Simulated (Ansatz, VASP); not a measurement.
**Mn: VASP beside Ansatz**

INCAR

```
SYSTEM = Mn
ALGO = Normal
EDIFF = 1E-6
ENCUT = 520
GGA = PS
ISIF = 2
ISMEAR = -1
ISPIN = 2
LASPH = .True.
LCHARG = .True.
LELF = .True.
LMAXMIX = 4
LORBIT = 11
LREAL = .False.
LVHAR = .True.
LWAVE = .False.
MAGMOM = 1.918 -1.918
NBANDS = 24
NELM = 150
PREC = Accurate
SIGMA = 0.05
```

File KPOINTS:

```
k-points
0
Gamma
  13 13 13
  0 0 0
```

The input POSCAR:

```
Mn
1.0
    0.0000000000      2.2848545732      2.2848545732
    2.2848545732      0.0000000000      2.2848545732
    2.2848545732      2.2848545732      0.0000000000
Mn
2
Direct
    0.0000000000      0.0000000000      0.0000000000
    0.5000000000      0.5000000000      0.5000000000
```

Input for Ansatz:

```yaml
crystal:
  lattice:
    - [0.0, 2.2848545732, 2.2848545732]
    - [2.2848545732, 0.0, 2.2848545732]
    - [2.2848545732, 2.2848545732, 0.0]
  atoms:
    - { symbol: Mn, position: [0.0, 0.0, 0.0], spin: 1.918 }
    - { symbol: Mn, position: [0.5, 0.5, 0.5], spin: -1.918 }
hamiltonian:
  xc: pbesol
  pseudopotentials:
    kind: paw
    azcp:
      Mn: "pseudopotentials/Mn.paw.azcp"
basis:
  ecutwfc: 420
  fft_grid_basis: typed
kpoints:
  mp_grid: { grid: [13, 13, 13], shift: [0, 0, 0] }
magnetization:
  spin_polarized: true
scf:
  occupations: { method: fermi_dirac, width: 0.05 }
  lower_state_search: "off"
output:
  stress: true
  write_density: true
  write_potential: true
  elf: true
  volumetric_format: npy
```

Alike in both runs: task single point; functional PBEsol; k mesh 13 × 13 × 13; occupations fermi-dirac, width 0.05 eV; collinear spin.

|  | VASP | Ansatz |
| --- | --- | --- |
| version | VASP 6.6.1 | Ansatz 0.2.0 |
| potentials or method | VASP PAW PBE potentials, release 64 (Mn_pv), cutoff 520 eV | plane waves (420 eV) with PAW, scalar-relativistic |
| valence electrons in the cell | 26 | 30 |

Ansatz gave:

| Property | Result |
| --- | --- |
| pressure (GPa) | 5.9 |
| net moment per atom (μB) | 0.00 |
| size of the moment on the site where the two differ most (μB) | 1.75 |

Task: Which values does VASP return?

Result: Pressure (GPa): 6.2; net moment per atom (μB): 0.00; size of the moment on the site where the two differ most (μB): 1.88.

VASP's potentials were made for PBE, not for PBEsol, and Ansatz warns of the same on its side. Site moments also hang on the region over which each program counts them. VASP's potentials hold 26 valence electrons a cell and Ansatz's 30, so a difference there can come from the potentials and not from the codes.
